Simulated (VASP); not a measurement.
# MgS (F-43m) in VASP: settings compared

The runs below take MgS through single point, with r2SCAN, HSE06.

All numbers are computed with VASP 6.6.1; they aren't measurements. Logs are shortened: lines on timing, memory, paths and dates and some standing lists are left out, and cuts for length are marked.

## (1) The cell of the first run

The structure is cubic, space group F-43m (No. 216). The conventional cell has a = 5.662 Å, b = 5.662 Å, c = 5.662 Å, α = 90.00°, β = 90.00°, γ = 90.00°. Mg (site symmetry -43m) has 4 S at 2.45 Å within 3.2 Å. S (site symmetry -43m) has 4 Mg at 2.45 Å within 3.2 Å.

## (2) Single point, r2SCAN

The input, POSCAR:

```
MgS
1.0
    0.0000000000      2.8308747668      2.8308747668
    2.8308747668      0.0000000000      2.8308747668
    2.8308747668      2.8308747668      0.0000000000
Mg S
1 1
Direct
    0.0000000000      0.0000000000      0.0000000000
    0.7500000000      0.7500000000      0.7500000000
```

The input, INCAR.step1:

```
SYSTEM = MgS
  PREC = Accurate
  ENCUT = 660
  ISMEAR = 0
  SIGMA = 0.01
  LREAL = .False.
  LASPH = .True.
  NELM = 120
  NBANDS = 11
  GGA = PE
  ALGO = Normal
  EDIFF = 1E-5
  LWAVE = .True.
  LCHARG = .False.
  GGA_COMPAT = .False.
```

The input, INCAR.step2:

```
SYSTEM = MgS
  PREC = Accurate
  ENCUT = 660
  EDIFF = 1E-6
  ISMEAR = 0
  SIGMA = 0.01
  LREAL = .False.
  LASPH = .True.
  NELM = 120
  ALGO = Normal
  ISIF = 2
  LWAVE = .False.
  LCHARG = .True.
  METAGGA = R2SCAN
  LMIXTAU = .True.
  LELF = .True.
  LVHAR = .True.
  NBANDS = 11
  ISTART = 1
  GGA_COMPAT = .False.
```

The input, KPOINTS:

```
Automatic mesh
0
Gamma
  6 6 6
  0 0 0
```

Potentials or basis: VASP PAW PBE potentials, release 64 (Mg, S).

Command:

```bash
$ cat potpaw_PBE.64/Mg/POTCAR potpaw_PBE.64/S/POTCAR > POTCAR
$ cp INCAR.step1 INCAR
$ mpirun -np 1 vasp_std > vasp.out
$ cp INCAR.step2 INCAR
$ mpirun -np 1 vasp_std > vasp.out
```

OUTCAR:

```text
SYSTEM = MgS
   PREC = Accurate
   ENCUT = 660
   EDIFF = 1E-6
   ISMEAR = 0
   LREAL = .False.
   LASPH = .True.
   NELM = 120
   ISIF = 2
   METAGGA = R2SCAN
   ISTART = 1

 ion  position               nearest neighbor table
   1  0.000  0.000  0.000-   2 2.45   2 2.45   2 2.45   2 2.45
   2  0.750  0.750  0.750-   1 2.45   1 2.45   1 2.45   1 2.45

  LATTYP: Found a face centered cubic cell.
 ALAT       =     5.6617495336

  Lattice vectors:

 A1 = (   0.0000000000,   2.8308747668,   2.8308747668)
 A2 = (   2.8308747668,   0.0000000000,   2.8308747668)
 A3 = (   2.8308747668,   2.8308747668,   0.0000000000)

Analysis of symmetry for initial positions (statically):
=====================================================================
 Subroutine PRICEL returns:
 Original cell was already a primitive cell.

 Routine SETGRP: Setting up the symmetry group for a
 face centered cubic supercell.

 Subroutine GETGRP returns: Found 24 space group operations
 (whereof 24 operations were pure point group operations)
 out of a pool of 48 trial point group operations.

The static configuration has the point symmetry T_d .

Analysis of symmetry for dynamics (positions and initial velocities):
=====================================================================
 Subroutine PRICEL returns:
 Original cell was already a primitive cell.

 Routine SETGRP: Setting up the symmetry group for a
 face centered cubic supercell.

 Subroutine GETGRP returns: Found 24 space group operations
 (whereof 24 operations were pure point group operations)
 out of a pool of 48 trial point group operations.

The dynamic configuration has the point symmetry T_d .

 Subroutine INISYM returns: Found 24 space group operations
 (whereof 24 operations are pure point group operations),
 and found     1 'primitive' translations

----------------------------------------------------------------------------------------

                                     Primitive cell

  volume of cell :      45.3724

  direct lattice vectors                    reciprocal lattice vectors
     0.000000000  2.830874767  2.830874767    -0.176623850  0.176623850  0.176623850
     2.830874767  0.000000000  2.830874767     0.176623850 -0.176623850  0.176623850
     2.830874767  2.830874767  0.000000000     0.176623850  0.176623850 -0.176623850

  length of vectors
     4.003461489  4.003461489  4.003461489     0.305921482  0.305921482  0.305921482

  position of ions in fractional coordinates (direct lattice)
     0.000000000  0.000000000  0.000000000
     0.750000000  0.750000000  0.750000000

  ion indices of the primitive-cell ions
   primitive index   ion index
                 1           1
                 2           2

----------------------------------------------------------------------------------------

 KPOINTS: Automatic mesh

Automatic generation of k-mesh.
 Grid dimensions read from file:
 generate k-points for:    6    6    6

 Generating k-lattice:

  Cartesian coordinates                     Fractional coordinates (reciprocal lattice)
    -0.029437308  0.029437308  0.029437308     0.166666667  0.000000000  0.000000000
     0.029437308 -0.029437308  0.029437308     0.000000000  0.166666667  0.000000000
     0.029437308  0.029437308 -0.029437308     0.000000000  0.000000000  0.166666667

  Length of vectors
     0.050986914  0.050986914  0.050986914

  Shift w.r.t. Gamma in fractional coordinates (k-lattice)
     0.000000000  0.000000000  0.000000000

 Subroutine IBZKPT returns following result:
 ===========================================

 Found     16 irreducible k-points:

 Following reciprocal coordinates:
            Coordinates               Weight
  0.000000  0.000000  0.000000      1.000000
  0.166667  0.000000  0.000000      8.000000
  0.333333  0.000000  0.000000      8.000000
  0.500000  0.000000  0.000000      4.000000
  0.166667  0.166667  0.000000      6.000000
  0.333333  0.166667  0.000000     24.000000
[... 8 lines left out ...]
 -0.333333  0.333333  0.166667     24.000000
 -0.333333  0.500000  0.166667     12.000000
   k-points           NKPTS =     16   k-points in BZ     NKDIM =     16   number of bands    NBANDS=     11
   number of dos      NEDOS =    301   number of ions     NIONS =      2
   total plane-waves  NPLWV =  46656
   dimension x,y,z NGX =    36 NGY =   36 NGZ =   36
   dimension x,y,z NGXF=    72 NGYF=   72 NGZF=   72
   ions per type =               1   1
   NGX,Y,Z   is equivalent  to a cutoff of  14.95, 14.95, 14.95 a.u.
   NGXF,Y,Z  is equivalent  to a cutoff of  29.90, 29.90, 29.90 a.u.
 SYSTEM =  MgS
   PREC   = accura    normal or accurate (medium, high low for compatibility)
   ISTART =      1    job   : 0-new  1-cont  2-samecut
   ICHARG =      0    charge: 1-file 2-atom 10-const
   ISPIN  =      1    spin polarized calculation?
   LNONCOLLINEAR =      F non collinear calculations
   LSORBIT =      F    spin-orbit coupling
   LASPH  =      T    aspherical Exc in radial PAW
   ENCUT  =  660.0 eV  48.51 Ry    6.96 a.u.   8.39  8.39  8.39*2*pi/ulx,y,z
   NELM   =    120;   NELMIN=  2; NELMDL=  0     # of ELM steps
   EDIFF  = 0.1E-05   stopping-criterion for ELM
   LREAL  =      F    real-space projection
   EDIFFG = 0.1E-04   stopping-criterion for IOM
   NSW    =      0    number of steps for IOM
   IBRION =     -1    ionic relax: 0-MD 1-quasi-New 2-CG
   NFREE  =      0    steps in history (QN), initial steepest desc. (CG)
   ISIF   =      2    stress and relaxation
   ISYM   =      2    0-nonsym 1-usesym 2-fastsym
   POTIM  = 0.5000    time-step for ionic-motion
   TEBEG  =    0.0;   TEEND  =   0.0 temperature during run
   PSTRESS=    0.0 pullay stress
   NELECT =       8.0000    total number of electrons
   NUPDOWN=      -1.0000    fix difference up-down
   EMIN   =  10.00;   EMAX   =-10.00  energy-range for DOS
   EFERMI =   0.00;   METHOD = LEGACY
   ISMEAR =     0;   SIGMA  =   0.01  broadening in eV -4-tet -1-fermi 0-gaus
   EFERMI_NEDOS =   21; number of points for ismear=-14 and -15
   IALGO  =     38    algorithm
   IMIX   =      4    mixing-type and parameters
     AMIX     =   0.40;   BMIX     =  1.00
     AMIX_MAG =   1.60;   BMIX_MAG =  1.00
  volume/ion in A,a.u.               =      22.69       153.09
  Fermi-wavevector in a.u.,A,eV,Ry     =   0.917996  1.734761 11.465859  0.842717
  Thomas-Fermi vector in A             =   2.043028
   LORBIT       =      0    0 simple, 1 ext, 2 COOP (PROOUT), +10 PAW based schemes
   METAGGA = R2SCAN    functional components
   LHFCALC =     F    Hartree Fock is set to
   AEXX    =    0.0000 exact exchange contribution
   IVDW    =     0    specifies the selected vdW correction
   LEPSILON=     F    determine dielectric tensor
   LRPA    =     F    only Hartree local field effects (RPA)
 non-spin polarized calculation
 Gauss-broadening in eV      SIGMA  =   0.01
  energy-cutoff  :      660.00
  volume of cell :       45.37
 maximum number of plane-waves:      1807
 NGX is ok and might be reduce to    36
   NGX = 17   NGY = 17   NGZ = 17

 number of electron       8.0000000 magnetization

 Free energy of the ion-electron system (eV)
  ---------------------------------------------------
  ext. energy  EPLUGINS =         0.00000000
  ---------------------------------------------------
  free energy    TOTEN  =       -15.45102382 eV

  energy without entropy =      -15.45102382  energy(sigma->0) =      -15.45102382

 E-fermi :   0.8595     XC(G=0):  -8.7759

 val. band max:        0.7690567174   @ k =   0.0000   0.0000   0.0000
 cond. band min:       4.8984681167   @ k =   0.0000   0.0000   0.0000
 fundamental gap:      4.1294113992
 Fermi energy:         0.8595239263

 k-point     1 :       0.0000    0.0000    0.0000
  band No.  band energies     occupation
      1     -10.9699      2.00000
      2       0.7691      2.00000
      3       0.7691      2.00000
      4       0.7691      2.00000
      5       4.8985      0.00000
      6       9.3628      0.00000
      7       9.3628      0.00000
      8       9.3628      0.00000
      9      12.2244      0.00000
     10      12.2244      0.00000
     11      15.4719      0.00000

 k-point     2 :       0.1667    0.0000    0.0000
  band No.  band energies     occupation
      1     -10.8148      2.00000
      2      -0.2747      2.00000
      3       0.6788      2.00000
      4       0.6788      2.00000
      5       5.8829      0.00000
      6       9.1268      0.00000
      7       9.6208      0.00000
      8       9.6208      0.00000
      9      11.6331      0.00000
     10      11.6331      0.00000
     11      14.3353      0.00000

 k-point     3 :       0.3333    0.0000    0.0000
  band No.  band energies     occupation
      1     -10.4693      2.00000
      2      -1.7534      2.00000
      3       0.5139      2.00000
      4       0.5139      2.00000
      5       6.5839      0.00000
      6       9.2908      0.00000
      7       9.2908      0.00000
      8       9.6169      0.00000
      9      12.6692      0.00000
     10      12.6693      0.00000
     11      13.7005      0.00000

 k-point     4 :       0.5000    0.0000    0.0000
  band No.  band energies     occupation
      1     -10.2737      2.00000
      2      -2.3793      2.00000
      3       0.4381      2.00000
      4       0.4381      2.00000
      5       6.5598      0.00000
      6       8.9809      0.00000
      7       8.9809      0.00000
      8      10.0365      0.00000
      9      14.5984      0.00000
     10      14.6414      0.00000
     11      14.6414      0.00000
[... 127 lines left out ...]
 k-point    14 :       0.5000    0.3333    0.1667
  band No.  band energies     occupation
      1     -10.2334      2.00000
      2      -1.6670      2.00000
      3      -0.5504      2.00000
      4       0.0723      2.00000
      5       6.9571      0.00000
      6       8.5347      0.00000
      7       8.9335      0.00000
      8      11.2877      0.00000
      9      12.2109      0.00000
     10      15.2189      0.00000
     11      15.9531      0.00000

 k-point    15 :      -0.3333    0.3333    0.1667
  band No.  band energies     occupation
      1     -10.1007      2.00000
      2      -1.7739      2.00000
      3      -0.9037      2.00000
      4      -0.1312      2.00000
      5       7.0180      0.00000
      6       8.4795      0.00000
      7       9.9028      0.00000
      8      10.7372      0.00000
      9      12.8143      0.00000
     10      14.7270      0.00000
     11      15.8519      0.00000

 k-point    16 :      -0.3333    0.5000    0.1667
  band No.  band energies     occupation
      1     -10.0413      2.00000
      2      -1.7323      2.00000
      3      -0.8041      2.00000
      4      -0.4979      2.00000
      5       6.2009      0.00000
      6       8.2612      0.00000
      7      10.8787      0.00000
      8      10.9391      0.00000
      9      14.2989      0.00000
     10      15.3900      0.00000
     11      15.5765      0.00000

------------------------ aborting loop because EDIFF is reached ----------------------------------------

  FORCE on cell =-STRESS in cart. coord.  units (eV):
  Direction    XX          YY          ZZ          XY          YZ          ZX
  --------------------------------------------------------------------------------------
  -------------------------------------------------------------------------------------
  Total       -0.0700589     -0.0700589     -0.0700589     -0.0000000      0.0000000      0.0000000
  in kB       -2.4739000     -2.4739000     -2.4739000     -0.0000000      0.0000000      0.0000000
  external PRESSURE =      -2.4739000 kB  Pullay stress =       0.0000000 kB

 VOLUME and BASIS-vectors are now :
 -----------------------------------------------------------------------------
  energy-cutoff  :      660.00
  volume of cell :       45.37
      direct lattice vectors                 reciprocal lattice vectors
     0.000000000  2.830874767  2.830874767    -0.176623850  0.176623850  0.176623850
     2.830874767  0.000000000  2.830874767     0.176623850 -0.176623850  0.176623850
     2.830874767  2.830874767  0.000000000     0.176623850  0.176623850 -0.176623850

 POSITION                                       TOTAL-FORCE (eV/Angst)
 -----------------------------------------------------------------------------------
      0.00000      0.00000      0.00000        -0.000000     -0.000000     -0.000000
      4.24631      4.24631      4.24631         0.000000      0.000000      0.000000
 -----------------------------------------------------------------------------------
    total drift:                               -0.000000     -0.000000     -0.000000

  FREE ENERGIE OF THE ION-ELECTRON SYSTEM (eV)
  ---------------------------------------------------
  free  energy   TOTEN  =       -15.4510238177 eV

  energy  without entropy=      -15.4510238177  energy(sigma->0) =      -15.45102382
```

Run time: 61 s. Hardware: 1 thread of Intel Xeon 6975P-C, shared host; peak memory 0.21 GiB.

What came out:

| Quantity | Value |
| --- | --- |
| Free energy | -15.4510 eV |
| Pressure | -0.2 GPa |
| Band gap on the k mesh | 4.13 eV, direct |

Caveat: the PAW data sets were made with another functional, which shifts forces and pressure a little.

## (3) Single point, HSE06

POSCAR is that of step 2.

The input, INCAR.step1:

```
PREC = Accurate
ENCUT = 520
EDIFF = 1E-5
ISMEAR = 0
SIGMA = 0.01
LREAL = False
LASPH = True
NELM = 120
ALGO = Normal
ISIF = 2
LWAVE = True
LCHARG = False
NBANDS = 11
GGA = PE
GGA_COMPAT = False
```

The input, INCAR.step2:

```
PREC = Accurate
ENCUT = 520
EDIFF = 1E-6
ISMEAR = 0
SIGMA = 0.01
LREAL = False
LASPH = True
NELM = 120
ALGO = Normal
ISIF = 2
LWAVE = False
LCHARG = False
GGA = PE
LHFCALC = True
HFSCREEN = 0.2079
PRECFOCK = Normal
NBANDS = 11
ISTART = 1
GGA_COMPAT = False
```

The input, KPOINTS:

```
regular mesh
0
Gamma
  4 4 4
```

Potentials or basis: VASP PAW PBE potentials, release 64 (Mg, S).

Command:

```bash
$ cat potpaw_PBE.64/Mg/POTCAR potpaw_PBE.64/S/POTCAR > POTCAR
$ cp INCAR.step1 INCAR
$ mpirun -np 1 vasp_std > vasp.out
$ cp INCAR.step2 INCAR
$ mpirun -np 1 vasp_std > vasp.out
```

Run time: 2.1 min. Hardware: 1 thread of Intel Xeon 6975P-C, shared host; peak memory 0.28 GiB.

The run converged. Its results:

```yaml
Free_energy: -9.8341 eV
Pressure: -0.1 GPa
Band_gap_on_the_k_mesh: 4.52 eV, direct
```

Levels at points of the mesh, in eV from the valence-band top:
| k point | band 1 | band 2 | band 3 | band 4 | band 5 | band 6 | band 7 | band 8 |
| --- | --- | --- | --- | --- | --- | --- | --- | --- |
| (0.00, 0.00, 0.00) | -12.42 | 0.00 | 0.00 | 0.00 | 4.52 | 9.18 | 9.18 | 9.18 |
| (0.50, 0.00, 0.00) | -11.67 | -3.39 | -0.36 | -0.36 | 6.23 | 8.83 | 8.83 | 9.85 |
| (0.50, 0.50, 0.00) | -11.42 | -3.05 | -1.13 | -1.13 | 4.86 | 6.75 | 12.64 | 13.76 |

Caveat: the k points lie up to 0.48 Å⁻¹ apart; the PAW data sets were made with another functional, which shifts forces and pressure a little.
